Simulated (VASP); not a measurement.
# SiNi2 (P6/mmm) in VASP: a series of runs

SiNi2 is run at these levels: r2SCAN; tasks: single point.

Program: VASP 6.6.1. These are calculated values, not measurements. Logs are shortened: lines on timing, memory, paths and dates and some standing lists are left out, and cuts for length are marked.

## 1. The cell of the first run

Symmetry: P6/mmm, No. 191, hexagonal system. The conventional cell has a = 3.917 Å, b = 3.917 Å, c = 2.446 Å, α = 90.00°, β = 90.00°, γ = 120.00°. Si (site symmetry 6/mmm) has 2 Si at 2.45 Å and 12 Ni at 2.57 Å within 3.2 Å. Within 3.0 Å of Ni (site symmetry -6m2) lie 5 Ni at 2.26 to 2.45 Å and 6 Si at 2.57 Å.

## 2. Single point, r2SCAN

File POSCAR:

```
SiNi2
1.0
    3.9170760344      0.0000000000      0.0000000000
   -1.9585380172      3.3922873544      0.0000000000
    0.0000000000      0.0000000000      2.4464676913
Si Ni
1 2
Direct
    0.0000000000      0.0000000000      0.0000000000
    0.3333333333      0.6666666667      0.5000000000
    0.6666666667      0.3333333333      0.5000000000
```

File INCAR.step1:

```
PREC = Accurate
ENCUT = 520
ISMEAR = 0
SIGMA = 0.1
LREAL = False
LASPH = True
NELM = 100
NBANDS = 19
GGA = PE
ALGO = Normal
EDIFF = 1E-4
LWAVE = True
LCHARG = False
```

File INCAR.step2:

```
PREC = Accurate
ENCUT = 520
EDIFF = 1E-6
ISMEAR = 0
SIGMA = 0.1
LREAL = False
LASPH = True
NELM = 100
ALGO = Normal
ISIF = 2
LWAVE = False
LCHARG = False
METAGGA = R2SCAN
LMIXTAU = True
NBANDS = 19
ISTART = 1
```

File KPOINTS:

```
regular mesh
0
Gamma
  6 6 6
```

Potentials or basis: VASP PAW PBE potentials, release 64 (Si, Ni).

Run with:

```console
$ cat potpaw_PBE.64/Si/POTCAR potpaw_PBE.64/Ni/POTCAR > POTCAR
$ cp INCAR.step1 INCAR
$ mpirun -np 1 vasp_std > vasp.out
$ cp INCAR.step2 INCAR
$ mpirun -np 1 vasp_std > vasp.out
```

OUTCAR:

```text
PREC = Accurate
   ENCUT = 520
   EDIFF = 1E-6
   ISMEAR = 0
   LREAL = False
   LASPH = True
   NELM = 100
   ISIF = 2
   METAGGA = R2SCAN
   ISTART = 1

 ion  position               nearest neighbor table
   1  0.000  0.000  0.000-   2 2.57   3 2.57   2 2.57   3 2.57   3 2.57   3 2.57   2 2.57   2 2.57
                             3 2.57   3 2.57   2 2.57   2 2.57
   2  0.333  0.667  0.500-   3 2.26   3 2.26   3 2.26   1 2.57   1 2.57   1 2.57   1 2.57   1 2.57
                             1 2.57
   3  0.667  0.333  0.500-   2 2.26   2 2.26   2 2.26   1 2.57   1 2.57   1 2.57   1 2.57   1 2.57
                             1 2.57

  LATTYP: Found a hexagonal cell.
 ALAT       =     3.9170760344
 C/A-ratio  =     0.6245647697

  Lattice vectors:

 A1 = (   3.9170760344,   0.0000000000,   0.0000000000)
 A2 = (  -1.9585380172,   3.3922873544,   0.0000000000)
 A3 = (   0.0000000000,   0.0000000000,   2.4464676913)

Analysis of symmetry for initial positions (statically):
=====================================================================
 Subroutine PRICEL returns:
 Original cell was already a primitive cell.

 Routine SETGRP: Setting up the symmetry group for a
 hexagonal supercell.

 Subroutine GETGRP returns: Found 24 space group operations
 (whereof 24 operations were pure point group operations)
 out of a pool of 24 trial point group operations.

The static configuration has the point symmetry D_6h.

Analysis of symmetry for dynamics (positions and initial velocities):
=====================================================================
 Subroutine PRICEL returns:
 Original cell was already a primitive cell.

 Routine SETGRP: Setting up the symmetry group for a
 hexagonal supercell.

 Subroutine GETGRP returns: Found 24 space group operations
 (whereof 24 operations were pure point group operations)
 out of a pool of 24 trial point group operations.

The dynamic configuration has the point symmetry D_6h.

 Subroutine INISYM returns: Found 24 space group operations
 (whereof 24 operations are pure point group operations),
 and found     1 'primitive' translations

----------------------------------------------------------------------------------------

                                     Primitive cell

  volume of cell :      32.5083

  direct lattice vectors                    reciprocal lattice vectors
     3.917076034  0.000000000  0.000000000     0.255292466  0.147393174  0.000000000
    -1.958538017  3.392287354  0.000000000     0.000000000  0.294786348  0.000000000
     0.000000000  0.000000000  2.446467691     0.000000000  0.000000000  0.408752588

  length of vectors
     3.917076034  3.917076034  2.446467691     0.294786348  0.294786348  0.408752588

  position of ions in fractional coordinates (direct lattice)
     0.000000000  0.000000000  0.000000000
     0.333333333  0.666666667  0.500000000
     0.666666667  0.333333333  0.500000000

  ion indices of the primitive-cell ions
   primitive index   ion index
                 1           1
                 2           2
                 3           3

----------------------------------------------------------------------------------------

 KPOINTS: regular mesh

Automatic generation of k-mesh.
 Grid dimensions read from file:
 generate k-points for:    6    6    6

 Generating k-lattice:

  Cartesian coordinates                     Fractional coordinates (reciprocal lattice)
     0.042548744  0.024565529  0.000000000     0.166666667  0.000000000  0.000000000
     0.000000000  0.049131058  0.000000000     0.000000000  0.166666667  0.000000000
     0.000000000  0.000000000  0.068125431     0.000000000  0.000000000  0.166666667

  Length of vectors
     0.049131058  0.049131058  0.068125431

  Shift w.r.t. Gamma in fractional coordinates (k-lattice)
     0.000000000  0.000000000  0.000000000

 Subroutine IBZKPT returns following result:
 ===========================================

 Found     28 irreducible k-points:

 Following reciprocal coordinates:
            Coordinates               Weight
  0.000000  0.000000  0.000000      1.000000
  0.166667  0.000000  0.000000      6.000000
  0.333333  0.000000  0.000000      6.000000
  0.500000  0.000000  0.000000      3.000000
  0.166667  0.166667  0.000000      6.000000
  0.333333  0.166667  0.000000     12.000000
[... 16 lines left out ...]
  0.166667  0.000000  0.500000      6.000000
  0.333333  0.000000  0.500000      6.000000
 [... further k-points ...]
   k-points           NKPTS =     28   k-points in BZ     NKDIM =     28   number of bands    NBANDS=     19
   number of dos      NEDOS =    301   number of ions     NIONS =      3
   total plane-waves  NPLWV =  16200
   dimension x,y,z NGX =    30 NGY =   30 NGZ =   18
   dimension x,y,z NGXF=    60 NGYF=   60 NGZF=   36
   ions per type =               1   2
   NGX,Y,Z   is equivalent  to a cutoff of  12.73, 12.73, 12.23 a.u.
   NGXF,Y,Z  is equivalent  to a cutoff of  25.46, 25.46, 24.46 a.u.
 SYSTEM =  unknown system
   PREC   = accura    normal or accurate (medium, high low for compatibility)
   ISTART =      1    job   : 0-new  1-cont  2-samecut
   ICHARG =      0    charge: 1-file 2-atom 10-const
   ISPIN  =      1    spin polarized calculation?
   LNONCOLLINEAR =      F non collinear calculations
   LSORBIT =      F    spin-orbit coupling
   LASPH  =      T    aspherical Exc in radial PAW
   ENCUT  =  520.0 eV  38.22 Ry    6.18 a.u.   7.28  7.28  4.55*2*pi/ulx,y,z
   NELM   =    100;   NELMIN=  2; NELMDL=  0     # of ELM steps
   EDIFF  = 0.1E-05   stopping-criterion for ELM
   LREAL  =      F    real-space projection
   EDIFFG = 0.1E-04   stopping-criterion for IOM
   NSW    =      0    number of steps for IOM
   IBRION =     -1    ionic relax: 0-MD 1-quasi-New 2-CG
   NFREE  =      0    steps in history (QN), initial steepest desc. (CG)
   ISIF   =      2    stress and relaxation
   ISYM   =      2    0-nonsym 1-usesym 2-fastsym
   POTIM  = 0.5000    time-step for ionic-motion
   TEBEG  =    0.0;   TEEND  =   0.0 temperature during run
   PSTRESS=    0.0 pullay stress
   NELECT =      24.0000    total number of electrons
   NUPDOWN=      -1.0000    fix difference up-down
   EMIN   =  10.00;   EMAX   =-10.00  energy-range for DOS
   EFERMI =   0.00;   METHOD = LEGACY
   ISMEAR =     0;   SIGMA  =   0.10  broadening in eV -4-tet -1-fermi 0-gaus
   EFERMI_NEDOS =   21; number of points for ismear=-14 and -15
   IALGO  =     38    algorithm
   IMIX   =      4    mixing-type and parameters
     AMIX     =   0.40;   BMIX     =  1.00
     AMIX_MAG =   1.60;   BMIX_MAG =  1.00
  volume/ion in A,a.u.               =      10.84        73.13
  Fermi-wavevector in a.u.,A,eV,Ry     =   1.479610  2.796057 29.786490  2.189245
  Thomas-Fermi vector in A             =   2.593746
   LORBIT       =      0    0 simple, 1 ext, 2 COOP (PROOUT), +10 PAW based schemes
   METAGGA = R2SCAN    functional components
   LHFCALC =     F    Hartree Fock is set to
   AEXX    =    0.0000 exact exchange contribution
   IVDW    =     0    specifies the selected vdW correction
   LEPSILON=     F    determine dielectric tensor
   LRPA    =     F    only Hartree local field effects (RPA)
 non-spin polarized calculation
 Gauss-broadening in eV      SIGMA  =   0.10
  energy-cutoff  :      520.00
  volume of cell :       32.51
 maximum number of plane-waves:       915
 NGX is ok and might be reduce to    30
   NGX = 15   NGY = 15   NGZ =  9

 number of electron      24.0000023 magnetization

 Free energy of the ion-electron system (eV)
  ---------------------------------------------------
  ext. energy  EPLUGINS =         0.00000000
  ---------------------------------------------------
  free energy    TOTEN  =       -32.88464579 eV

  energy without entropy =      -32.86815484  energy(sigma->0) =      -32.87640032

 E-fermi :  11.3233     XC(G=0): -14.0155

 val. band max:       11.2972601535   @ k =   0.3333   0.0000   0.1667
 cond. band min:      11.3339145496   @ k =   0.1667   0.0000   0.5000
 fundamental gap:      0.0366543961
 Fermi energy:        11.3233218884

 k-point     1 :       0.0000    0.0000    0.0000
  band No.  band energies     occupation
      1      -2.4569      2.00000
      2       6.0992      2.00000
      3       6.0993      2.00000
      4       7.2685      2.00000
      5       8.4530      2.00000
      6       8.4531      2.00000
[... 11 lines left out ...]
     18      21.3971      0.00000
     19      25.2842      0.00000

 k-point     2 :       0.1667    0.0000    0.0000
  band No.  band energies     occupation
      1      -2.1290      2.00000
      2       5.2031      2.00000
      3       6.2416      2.00000
      4       7.4835      2.00000
      5       7.9859      2.00000
      6       8.4042      2.00000
[... 11 lines left out ...]
     18      21.7776      0.00000
     19      25.1446      0.00000

 k-point     3 :       0.3333    0.0000    0.0000
  band No.  band energies     occupation
      1      -1.2654      2.00000
      2       3.5985      2.00000
      3       6.5805      2.00000
      4       7.0862      2.00000
      5       7.7844      2.00000
      6       8.3136      2.00000
[... 11 lines left out ...]
     18      24.4630      0.00000
     19      25.7185      0.00000

 k-point     4 :       0.5000    0.0000    0.0000
  band No.  band energies     occupation
      1      -0.5907      2.00000
      2       2.6214      2.00000
      3       6.6479      2.00000
      4       6.7929      2.00000
      5       8.0136      2.00000
      6       8.2498      2.00000
[... 407 lines left out ...]
     18      19.3390      0.00000
     19      20.8875      0.00000

 k-point    23 :       0.1667    0.0000    0.5000
  band No.  band energies     occupation
      1       3.4905      2.00000
      2       4.1124      2.00000
      3       6.9833      2.00000
      4       7.0728      2.00000
      5       7.9434      2.00000
      6       8.3695      2.00000
[... 11 lines left out ...]
     18      19.8019      0.00000
     19      21.1589      0.00000

 k-point    24 :       0.3333    0.0000    0.5000
  band No.  band energies     occupation
      1       4.2324      2.00000
      2       4.2762      2.00000
      3       6.5145      2.00000
      4       6.8677      2.00000
      5       7.4690      2.00000
      6       8.2736      2.00000
[... 11 lines left out ...]
     18      20.1369      0.00000
     19      23.9577      0.00000

 [... further k-points ...]

------------------------ aborting loop because EDIFF is reached ----------------------------------------

  FORCE on cell =-STRESS in cart. coord.  units (eV):
  Direction    XX          YY          ZZ          XY          YZ          ZX
  --------------------------------------------------------------------------------------
  -------------------------------------------------------------------------------------
  Total        0.0798945      0.0798945      0.0594336      0.0000000     -0.0000000      0.0000000
  in kB        3.9376146      3.9376146      2.9291976      0.0000000     -0.0000000      0.0000000
  external PRESSURE =       3.6014756 kB  Pullay stress =       0.0000000 kB

 VOLUME and BASIS-vectors are now :
 -----------------------------------------------------------------------------
  energy-cutoff  :      520.00
  volume of cell :       32.51
      direct lattice vectors                 reciprocal lattice vectors
     3.917076034  0.000000000  0.000000000     0.255292466  0.147393174  0.000000000
    -1.958538017  3.392287354  0.000000000     0.000000000  0.294786348  0.000000000
     0.000000000  0.000000000  2.446467691     0.000000000  0.000000000  0.408752588

 POSITION                                       TOTAL-FORCE (eV/Angst)
 -----------------------------------------------------------------------------------
      0.00000      0.00000      0.00000        -0.000000     -0.000000      0.000000
     -0.00000      2.26152      1.22323        -0.000000     -0.000000     -0.000000
      1.95854      1.13076      1.22323         0.000000      0.000000      0.000000
 -----------------------------------------------------------------------------------
    total drift:                               -0.000000      0.000000      0.000000

  FREE ENERGIE OF THE ION-ELECTRON SYSTEM (eV)
  ---------------------------------------------------
  free  energy   TOTEN  =       -32.8846457950 eV

  energy  without entropy=      -32.8681548363  energy(sigma->0) =      -32.87640032
```

Wall time 37 s (1 thread of Intel Xeon 6975P-C (Granite Rapids), shared host); peak memory 0.15 GiB.

What came out:

```
Free energy            : -32.8846 eV
Pressure               : 0.4 GPa
Band gap on the k mesh : zero (band 12 reaches 12.91 eV, above the bottom of band 13 at 10.65 eV)
```

Levels at points of the mesh, in eV from the Fermi level:
```tsv
k point	band 7	band 8	band 9	band 10	band 11	band 12	band 13	band 14	band 15	band 16
(0.00, 0.00, 0.00)	-2.85	-1.67	-1.67	-0.83	-0.83	1.27	2.49	2.49	2.52	2.52
(0.50, 0.00, 0.00)	-3.05	-1.85	-1.66	-1.26	-1.01	-0.71	-0.67	2.65	9.79	10.23
(0.00, 0.00, 0.50)	-2.73	-2.73	-2.24	-2.24	-0.21	0.10	4.67	4.67	7.62	7.71
(0.50, 0.00, 0.50)	-2.98	-1.67	-0.88	-0.39	-0.14	0.25	0.26	2.35	3.04	4.35
```

Caveat: the k points lie up to 0.43 Å⁻¹ apart; the PAW data sets were made with another functional, which shifts forces and pressure a little. Spin polarisation is off, so any magnetic state and its effect on volume and gap are missing.

## 3. Single point, r2SCAN, collinear spin, ferromagnetic start

This run uses another cell than the first one, of 10.39 Å³/atom, 0.958 times its volume.

File POSCAR:

```
SiNi2
1.0
    3.2179342259      0.0000000000      0.0000000000
   -1.6089671129      2.7868127873      0.0000000000
    0.0000000000      0.0000000000      3.4745136991
Si Ni
1 2
Direct
    0.0000000000      0.0000000000      0.0000000000
    0.3333333333      0.6666666667      0.5000000000
    0.6666666667      0.3333333333      0.5000000000
```

Edit INCAR.step1 of step 2 so:

```diff
@@ -6,4 +6,7 @@
 LASPH = True
-NELM = 100
-NBANDS = 19
+NELM = 150
+ISPIN = 2
+MAGMOM = 0 2 2
+LMAXMIX = 4
+NBANDS = 23
 GGA = PE
```

File INCAR.step2:

```
PREC = Accurate
ENCUT = 520
EDIFF = 1E-6
ISMEAR = 0
SIGMA = 0.1
LREAL = False
LASPH = True
NELM = 150
ALGO = Normal
ISIF = 2
LWAVE = False
LCHARG = True
ISPIN = 2
MAGMOM = 0 2 2
LORBIT = 11
LMAXMIX = 4
METAGGA = R2SCAN
LMIXTAU = True
LELF = True
LVHAR = True
NBANDS = 23
ISTART = 1
```

File KPOINTS:

```
Automatic mesh
0
Gamma
  6 6 6
```

Potentials or basis: VASP PAW PBE potentials, release 64 (Si, Ni).

Run with:

```console
$ cat potpaw_PBE.64/Si/POTCAR potpaw_PBE.64/Ni/POTCAR > POTCAR
$ cp INCAR.step1 INCAR
$ mpirun -np 1 vasp_std > vasp.out
$ cp INCAR.step2 INCAR
$ mpirun -np 1 vasp_std > vasp.out
```

It took 49 s on 1 thread of Intel Xeon 6975P-C (Granite Rapids), shared host; peak memory 0.17 GiB.

Results (log left out):

* Free energy: -28.1333 eV
* Pressure: 77.3 GPa
* Band gap on the k mesh: zero (filled and empty bands overlap)
* Net moment: 0.00 μB per cell
* Valence electrons inside the program's atomic spheres: Si 1.55; Ni 10.25

Stress tensor (GPa, compression positive):
```
115.86   0.00   0.00
  0.00 115.86   0.00
  0.00   0.00   0.08
```

Levels at points of the mesh, in eV from the Fermi level:
Spin up:
| k point | band 10 | band 11 | band 12 | band 13 | band 14 | band 15 |
| --- | --- | --- | --- | --- | --- | --- |
| (0.00, 0.00, 0.00) | -1.54 | -1.54 | -1.35 | 4.71 | 5.09 | 5.09 |
| (0.50, 0.00, 0.00) | -0.83 | -0.77 | -0.14 | 0.29 | 4.26 | 5.52 |
| (0.00, 0.00, 0.50) | -1.97 | -1.97 | -0.92 | 5.79 | 5.79 | 10.09 |
| (0.50, 0.00, 0.50) | -0.96 | -0.83 | -0.81 | -0.69 | 0.96 | 4.38 |
Spin down:
| k point | band 9 | band 10 | band 11 | band 12 | band 13 | band 14 | band 15 | band 16 |
| --- | --- | --- | --- | --- | --- | --- | --- | --- |
| (0.00, 0.00, 0.00) | -2.30 | -1.54 | -1.54 | -1.35 | 4.71 | 5.09 | 5.09 | 7.23 |
| (0.50, 0.00, 0.00) | -2.61 | -0.83 | -0.77 | -0.14 | 0.29 | 4.26 | 5.52 | 5.79 |
| (0.00, 0.00, 0.50) | -3.87 | -1.97 | -1.97 | -0.92 | 5.79 | 5.79 | 10.09 | 10.87 |
| (0.50, 0.00, 0.50) | -1.67 | -0.96 | -0.83 | -0.81 | -0.69 | 0.96 | 4.38 | 4.56 |

Caveat: the k points lie up to 0.38 Å⁻¹ apart; the starting moments collapsed, and a magnetic state may lie lower; the PAW data sets were made with another functional, which shifts forces and pressure a little.
